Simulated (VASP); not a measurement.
# Ga2GeTeSe (P4/mmm) in VASP: a series of runs

The runs below take Ga2GeTeSe through single point, with PBE.

Everything below comes from runs of VASP 6.6.1. Logs are shortened: lines on timing, memory, paths and dates and some standing lists are left out, and cuts for length are marked.

**1. The cell of the first run**

Symmetry: P4/mmm, No. 123, tetragonal system. The conventional cell has a = 4.961 Å, b = 4.961 Å, c = 4.816 Å, α = 90.00°, β = 90.00°, γ = 90.00°. Within 3.3 Å of Ga (site symmetry mmm) lie 2 Se at 2.48 Å. Within 3.2 Å of Ge (site symmetry 4/mmm) lie 2 Se at 2.41 Å. Within 4.5 Å of Te (site symmetry 4/mmm) lie 8 Ga at 3.46 Å and 4 Ge at 3.51 Å and 8 Se at 4.25 Å. Within 3.2 Å of Se (site symmetry 4/mmm) lie 2 Ge at 2.41 Å and 4 Ga at 2.48 Å.

The cell was built from a structure type or drawn by symmetry, and may not be a known phase.

**2. Single point, PBE**

Input file INCAR:

```
SYSTEM = Ga2GeTeSe
PREC = Accurate
ENCUT = 520
EDIFF = 1E-6
ISMEAR = 0
SIGMA = 0.1
LREAL = .FALSE.
LASPH = .TRUE.
NELM = 100
ALGO = Normal
ISIF = 2
LWAVE = .FALSE.
LCHARG = .FALSE.
GGA = PE
NBANDS = 34
```

Input file KPOINTS:

```
Automatic mesh
0
G
  4 4 4
  0 0 0
```

Input file POSCAR:

```
Ga2GeTeSe
1.0
    4.9606153800      0.0000000000      0.0000000000
    0.0000000000      4.9606153800      0.0000000000
    0.0000000000      0.0000000000      4.8156199500
Ga Ge Te Se
2 1 1 1
Direct
    0.0000000000      0.5000000000      0.5000000000
    0.5000000000      0.0000000000      0.5000000000
    0.5000000000      0.5000000000      0.0000000000
    0.0000000000      0.0000000000      0.0000000000
    0.5000000000      0.5000000000      0.5000000000
```

Potentials or basis: VASP PAW PBE potentials, release 64 (Ga_d, Ge_d, Te, Se).

Run with:

```sh
cat potpaw_PBE.64/Ga_d/POTCAR potpaw_PBE.64/Ge_d/POTCAR potpaw_PBE.64/Te/POTCAR potpaw_PBE.64/Se/POTCAR > POTCAR
mpirun -np 1 vasp_std > vasp.out
```

OUTCAR:

```text
SYSTEM = Ga2GeTeSe
   PREC = Accurate
   ENCUT = 520
   EDIFF = 1E-6
   ISMEAR = 0
   LREAL = .FALSE.
   LASPH = .TRUE.
   NELM = 100
   ISIF = 2
   GGA = PE

 ion  position               nearest neighbor table
   1  0.000  0.500  0.500-   5 2.48   5 2.48
   2  0.500  0.000  0.500-   5 2.48   5 2.48
   3  0.500  0.500  0.000-   5 2.41   5 2.41
   4  0.000  0.000  0.000-
   5  0.500  0.500  0.500-   3 2.41   3 2.41   1 2.48   2 2.48   2 2.48   1 2.48

  LATTYP: Found a simple tetragonal cell.
 ALAT       =     4.9606153800
 C/A-ratio  =     0.9707706768

  Lattice vectors:

 A1 = (   4.9606153800,   0.0000000000,   0.0000000000)
 A2 = (   0.0000000000,   4.9606153800,   0.0000000000)
 A3 = (   0.0000000000,   0.0000000000,   4.8156199500)

Analysis of symmetry for initial positions (statically):
=====================================================================
 Subroutine PRICEL returns:
 Original cell was already a primitive cell.

 Routine SETGRP: Setting up the symmetry group for a
 simple tetragonal supercell.

 Subroutine GETGRP returns: Found 16 space group operations
 (whereof 16 operations were pure point group operations)
 out of a pool of 16 trial point group operations.

The static configuration has the point symmetry D_4h.

Analysis of symmetry for dynamics (positions and initial velocities):
=====================================================================
 Subroutine PRICEL returns:
 Original cell was already a primitive cell.

 Routine SETGRP: Setting up the symmetry group for a
 simple tetragonal supercell.

 Subroutine GETGRP returns: Found 16 space group operations
 (whereof 16 operations were pure point group operations)
 out of a pool of 16 trial point group operations.

The dynamic configuration has the point symmetry D_4h.

 Subroutine INISYM returns: Found 16 space group operations
 (whereof 16 operations are pure point group operations),
 and found     1 'primitive' translations

----------------------------------------------------------------------------------------

                                     Primitive cell

  volume of cell :     118.5014

  direct lattice vectors                    reciprocal lattice vectors
     4.960615380  0.000000000  0.000000000     0.201587893  0.000000000  0.000000000
     0.000000000  4.960615380  0.000000000     0.000000000  0.201587893  0.000000000
     0.000000000  0.000000000  4.815619950     0.000000000  0.000000000  0.207657583

  length of vectors
     4.960615380  4.960615380  4.815619950     0.201587893  0.201587893  0.207657583

  position of ions in fractional coordinates (direct lattice)
     0.000000000  0.500000000  0.500000000
     0.500000000  0.000000000  0.500000000
     0.500000000  0.500000000  0.000000000
     0.000000000  0.000000000  0.000000000
     0.500000000  0.500000000  0.500000000

  ion indices of the primitive-cell ions
   primitive index   ion index
                 1           1
                 2           2
                 3           3
                 4           4
                 5           5

----------------------------------------------------------------------------------------

 KPOINTS: Automatic mesh

Automatic generation of k-mesh.
 Grid dimensions read from file:
 generate k-points for:    4    4    4

 Generating k-lattice:

  Cartesian coordinates                     Fractional coordinates (reciprocal lattice)
     0.050396973  0.000000000  0.000000000     0.250000000  0.000000000  0.000000000
     0.000000000  0.050396973  0.000000000     0.000000000  0.250000000  0.000000000
     0.000000000  0.000000000  0.051914396     0.000000000  0.000000000  0.250000000

  Length of vectors
     0.050396973  0.050396973  0.051914396

  Shift w.r.t. Gamma in fractional coordinates (k-lattice)
     0.000000000  0.000000000  0.000000000

 Subroutine IBZKPT returns following result:
 ===========================================

 Found     18 irreducible k-points:

 Following reciprocal coordinates:
            Coordinates               Weight
  0.000000  0.000000  0.000000      1.000000
  0.250000  0.000000  0.000000      4.000000
  0.500000  0.000000  0.000000      2.000000
  0.250000  0.250000  0.000000      4.000000
  0.500000  0.250000  0.000000      4.000000
  0.500000  0.500000  0.000000      1.000000
[... 10 lines left out ...]
  0.500000  0.250000  0.500000      4.000000
  0.500000  0.500000  0.500000      1.000000
   k-points           NKPTS =     18   k-points in BZ     NKDIM =     18   number of bands    NBANDS=     34
   number of dos      NEDOS =    301   number of ions     NIONS =      5
   total plane-waves  NPLWV =  57600
   dimension x,y,z NGX =    40 NGY =   40 NGZ =   36
   dimension x,y,z NGXF=    80 NGYF=   80 NGZF=   72
   ions per type =               2   1   1   1
   NGX,Y,Z   is equivalent  to a cutoff of  13.41, 13.41, 12.43 a.u.
   NGXF,Y,Z  is equivalent  to a cutoff of  26.81, 26.81, 24.86 a.u.
 SYSTEM =  Ga2GeTeSe
   PREC   = accura    normal or accurate (medium, high low for compatibility)
   ISTART =      0    job   : 0-new  1-cont  2-samecut
   ICHARG =      2    charge: 1-file 2-atom 10-const
   ISPIN  =      1    spin polarized calculation?
   LNONCOLLINEAR =      F non collinear calculations
   LSORBIT =      F    spin-orbit coupling
   LASPH  =      T    aspherical Exc in radial PAW
   ENCUT  =  520.0 eV  38.22 Ry    6.18 a.u.   9.22  9.22  8.95*2*pi/ulx,y,z
   NELM   =    100;   NELMIN=  2; NELMDL= -5     # of ELM steps
   EDIFF  = 0.1E-05   stopping-criterion for ELM
   LREAL  =      F    real-space projection
   EDIFFG = 0.1E-04   stopping-criterion for IOM
   NSW    =      0    number of steps for IOM
   IBRION =     -1    ionic relax: 0-MD 1-quasi-New 2-CG
   NFREE  =      0    steps in history (QN), initial steepest desc. (CG)
   ISIF   =      2    stress and relaxation
   ISYM   =      2    0-nonsym 1-usesym 2-fastsym
   POTIM  = 0.5000    time-step for ionic-motion
   TEBEG  =    0.0;   TEEND  =   0.0 temperature during run
   PSTRESS=    0.0 pullay stress
   NELECT =      52.0000    total number of electrons
   NUPDOWN=      -1.0000    fix difference up-down
   EMIN   =  10.00;   EMAX   =-10.00  energy-range for DOS
   EFERMI =   0.00;   METHOD = LEGACY
   ISMEAR =     0;   SIGMA  =   0.10  broadening in eV -4-tet -1-fermi 0-gaus
   EFERMI_NEDOS =   21; number of points for ismear=-14 and -15
   IALGO  =     38    algorithm
   IMIX   =      4    mixing-type and parameters
     AMIX     =   0.40;   BMIX     =  1.00
     AMIX_MAG =   1.60;   BMIX_MAG =  1.00
  volume/ion in A,a.u.               =      23.70       159.94
  Fermi-wavevector in a.u.,A,eV,Ry     =   1.244041  2.350897 21.056908  1.547639
  Thomas-Fermi vector in A             =   2.378326
   LORBIT       =      0    0 simple, 1 ext, 2 COOP (PROOUT), +10 PAW based schemes
   GGA     = PE    functional components
   LHFCALC =     F    Hartree Fock is set to
   AEXX    =    0.0000 exact exchange contribution
   IVDW    =     0    specifies the selected vdW correction
   LEPSILON=     F    determine dielectric tensor
   LRPA    =     F    only Hartree local field effects (RPA)
 non-spin polarized calculation
 Gauss-broadening in eV      SIGMA  =   0.10
  energy-cutoff  :      520.00
  volume of cell :      118.50
 maximum number of plane-waves:      3212
 NGX is ok and might be reduce to    40
   NGX = 19   NGY = 19   NGZ = 17

 number of electron      51.9999970 magnetization

 Free energy of the ion-electron system (eV)
  ---------------------------------------------------
  ext. energy  EPLUGINS =         0.00000000
  ---------------------------------------------------
  free energy    TOTEN  =       -14.94874902 eV

  energy without entropy =      -14.93347922  energy(sigma->0) =      -14.94111412

 E-fermi :   5.7085     XC(G=0): -10.0254

 val. band max:        5.7038225588   @ k =   0.2500   0.0000   0.5000
 cond. band min:       5.7634254614   @ k =   0.5000   0.0000   0.5000
 fundamental gap:      0.0596029026
 Fermi energy:         5.7084989412

 k-point     1 :       0.0000    0.0000    0.0000
  band No.  band energies     occupation
      1     -19.6430      2.00000
      2     -19.5692      2.00000
      3     -19.5692      2.00000
      4     -19.5133      2.00000
      5     -19.5116      2.00000
      6     -10.9899      2.00000
[... 26 lines left out ...]
     33      10.0100      0.00000
     34      10.0107      0.00000

 k-point     2 :       0.2500    0.0000    0.0000
  band No.  band energies     occupation
      1     -19.6429      2.00000
      2     -19.5692      2.00000
      3     -19.5691      2.00000
      4     -19.5131      2.00000
      5     -19.5116      2.00000
      6     -10.8467      2.00000
[... 26 lines left out ...]
     33      10.2749      0.00000
     34      11.4700      0.00000

 k-point     3 :       0.5000    0.0000    0.0000
  band No.  band energies     occupation
      1     -19.6429      2.00000
      2     -19.5692      2.00000
      3     -19.5691      2.00000
      4     -19.5130      2.00000
      5     -19.5117      2.00000
      6     -10.6670      2.00000
[... 26 lines left out ...]
     33       8.5637      0.00000
     34      10.6951      0.00000
[... 482 lines left out ...]
 k-point    17 :       0.5000    0.2500    0.5000
  band No.  band energies     occupation
      1     -19.6334      2.00000
      2     -19.5703      2.00000
      3     -19.5702      2.00000
      4     -19.5129      2.00000
      5     -19.5118      2.00000
      6     -10.3565      2.00000
[... 26 lines left out ...]
     33      10.1375      0.00000
     34      10.2803      0.00000

 k-point    18 :       0.5000    0.5000    0.5000
  band No.  band energies     occupation
      1     -19.6334      2.00000
      2     -19.5703      2.00000
      3     -19.5703      2.00000
      4     -19.5127      2.00000
      5     -19.5119      2.00000
      6      -9.8884      2.00000
[... 26 lines left out ...]
     33      10.6029      0.00000
     34      10.6030      0.00000

------------------------ aborting loop because EDIFF is reached ----------------------------------------

  FORCE on cell =-STRESS in cart. coord.  units (eV):
  Direction    XX          YY          ZZ          XY          YZ          ZX
  --------------------------------------------------------------------------------------
  -------------------------------------------------------------------------------------
  Total        4.2018565      4.2018565      8.9594128      0.0000000     -0.0000000      0.0000000
  in kB       56.8104834     56.8104834    121.1342106      0.0000000     -0.0000000      0.0000000
  external PRESSURE =      78.2517258 kB  Pullay stress =       0.0000000 kB

 VOLUME and BASIS-vectors are now :
 -----------------------------------------------------------------------------
  energy-cutoff  :      520.00
  volume of cell :      118.50
      direct lattice vectors                 reciprocal lattice vectors
     4.960615380  0.000000000  0.000000000     0.201587893  0.000000000  0.000000000
     0.000000000  4.960615380  0.000000000     0.000000000  0.201587893  0.000000000
     0.000000000  0.000000000  4.815619950     0.000000000  0.000000000  0.207657583

 POSITION                                       TOTAL-FORCE (eV/Angst)
 -----------------------------------------------------------------------------------
      0.00000      2.48031      2.40781         0.000000      0.000000      0.000000
      2.48031      0.00000      2.40781         0.000000      0.000000      0.000000
      2.48031      2.48031      0.00000         0.000000      0.000000      0.000000
      0.00000      0.00000      0.00000         0.000000      0.000000      0.000000
      2.48031      2.48031      2.40781         0.000000      0.000000      0.000000
 -----------------------------------------------------------------------------------
    total drift:                               -0.000000     -0.000000     -0.000000

  FREE ENERGIE OF THE ION-ELECTRON SYSTEM (eV)
  ---------------------------------------------------
  free  energy   TOTEN  =       -14.9487490240 eV

  energy  without entropy=      -14.9334792170  energy(sigma->0) =      -14.94111412
```

Wall time 33 s (1 thread of Intel Xeon 6975P-C (Granite Rapids), shared host); peak memory 0.27 GiB.

What came out:

- Free energy: -14.9487 eV
- Pressure: 7.8 GPa
- Band gap on the k mesh: zero (bands 26 and 27 overlap by 0.95 eV)

Caveat: the cell stands under pressure; spin-orbit coupling is left out, which moves the levels of the heavy elements.

**3. Single point, PBE**

This run uses another cell than the first one, of 28.02 Å³/atom.

Input file INCAR:

```
SYSTEM = Ga2GeTeSe
ALGO     = Normal         ! electronic algorithm
EDIFF    = 1E-6           ! SCF threshold, eV
ENCUT    = 520            ! plane-wave cutoff, eV
GGA      = PE             ! functional
ISIF     = 2              ! what is computed and relaxed
ISMEAR   = 0              ! smearing method
LASPH    = .True.         ! aspherical terms in the spheres
LCHARG   = .True.         ! write CHGCAR
LELF     = .True.         ! ELF
LREAL    = .False.        ! projectors in reciprocal space
LVHAR    = .True.       
LWAVE    = .False.        ! write WAVECAR
NBANDS   = 34             ! bands
NELM     = 100            ! most SCF steps
PREC     = Accurate       ! precision mode
SIGMA    = 0.1            ! smearing width, eV
```

Input file KPOINTS:

```
k-points
0
Gamma
  4 4 4
  0 0 0
```

Edit POSCAR of step 2 so:

```diff
@@ -2,5 +2,5 @@
 1.0
-    4.9606153800      0.0000000000      0.0000000000
-    0.0000000000      4.9606153800      0.0000000000
-    0.0000000000      0.0000000000      4.8156199500
+    5.0943557984      0.0000000000      0.0000000000
+    0.0000000000      5.0943557984      0.0000000000
+    0.0000000000      0.0000000000      5.3990560223
 Ga Ge Te Se
```

Potentials or basis: VASP PAW PBE potentials, release 64 (Ga_d, Ge_d, Te, Se).

Run with:

```sh
cat potpaw_PBE.64/Ga_d/POTCAR potpaw_PBE.64/Ge_d/POTCAR potpaw_PBE.64/Te/POTCAR potpaw_PBE.64/Se/POTCAR > POTCAR
mpirun -np 1 vasp_std > vasp.out
```

OUTCAR:

```text
SYSTEM = Ga2GeTeSe
   EDIFF = 1E-6
   ENCUT = 520
   GGA = PE
   ISIF = 2
   ISMEAR = 0
   LASPH = .True.
   LREAL = .False.
   NELM = 100
   PREC = Accurate

 ion  position               nearest neighbor table
   1  0.000  0.500  0.500-   5 2.55   5 2.55
   2  0.500  0.000  0.500-   5 2.55   5 2.55
   3  0.500  0.500  0.000-   5 2.70   5 2.70
   4  0.000  0.000  0.000-
[... 862 lines left out ...]
  Direction    XX          YY          ZZ          XY          YZ          ZX
  --------------------------------------------------------------------------------------
  -------------------------------------------------------------------------------------
  Total        0.0579887      0.0579887      0.0674534      0.0000000     -0.0000000      0.0000000
  in kB        0.6630668      0.6630668      0.7712909      0.0000000     -0.0000000      0.0000000
  external PRESSURE =       0.6991415 kB  Pullay stress =       0.0000000 kB

 VOLUME and BASIS-vectors are now :
 -----------------------------------------------------------------------------
  energy-cutoff  :      520.00
  volume of cell :      140.12
      direct lattice vectors                 reciprocal lattice vectors
     5.094355798  0.000000000  0.000000000     0.196295673  0.000000000  0.000000000
     0.000000000  5.094355798  0.000000000     0.000000000  0.196295673  0.000000000
     0.000000000  0.000000000  5.399056022     0.000000000  0.000000000  0.185217563

 POSITION                                       TOTAL-FORCE (eV/Angst)
 -----------------------------------------------------------------------------------
      0.00000      2.54718      2.69953         0.000000      0.000000      0.000000
      2.54718      0.00000      2.69953         0.000000      0.000000      0.000000
      2.54718      2.54718      0.00000         0.000000      0.000000      0.000000
      0.00000      0.00000      0.00000         0.000000      0.000000      0.000000
      2.54718      2.54718      2.69953         0.000000      0.000000      0.000000
 -----------------------------------------------------------------------------------
    total drift:                               -0.000000     -0.000000     -0.000000

  FREE ENERGIE OF THE ION-ELECTRON SYSTEM (eV)
  ---------------------------------------------------
  free  energy   TOTEN  =       -15.6615662739 eV

  energy  without entropy=      -15.6430215115  energy(sigma->0) =      -15.65229389
```

stdout:

```text
POSCAR found type information on POSCAR GaGeTeSe
 POSCAR found :  4 types and       5 ions
 scaLAPACK will be used
 LDA part: xc-table for (Slater+PW92), standard interpolation
 POSCAR, INCAR and KPOINTS ok, starting setup
 FFT: planning ... GRIDC
 FFT: planning ... GRID_SOFT
 FFT: planning ... GRID
 WAVECAR not read
 entering main loop
```

It took 37 s on 1 thread of Intel Xeon 6975P-C (Granite Rapids), shared host; peak memory 0.29 GiB.

Results:

```yaml
Free_energy: -15.6616 eV
Pressure: 0.1 GPa
Band_gap_on_the_k_mesh: zero (bands 26 and 27 overlap by 1.12 eV)
```

Levels at points of the mesh, in eV from the Fermi level:
```
           k point  band 23  band 24  band 25  band 26  band 27  band 28  band 29  band 30
(0.00, 0.00, 0.00)    -4.44    -1.87    -1.87    -1.77     1.57     1.57     2.62     3.60
(0.50, 0.00, 0.00)    -2.11    -1.88    -0.70     0.03     0.55     0.63     1.73     2.08
(0.50, 0.50, 0.00)    -2.47    -1.53    -1.07     0.53     0.53     0.73     0.73     2.79
(0.00, 0.00, 0.50)    -2.28    -2.28    -1.62    -0.51     0.96     1.11     1.47     1.47
(0.50, 0.00, 0.50)    -1.97    -1.45    -1.36    -1.34    -0.37     0.64     0.79     0.96
(0.50, 0.50, 0.50)    -3.36    -1.33     0.73     0.75     0.75     2.02     2.04     2.04
```

Caveat: spin-orbit coupling is left out, which moves the levels of the heavy elements.
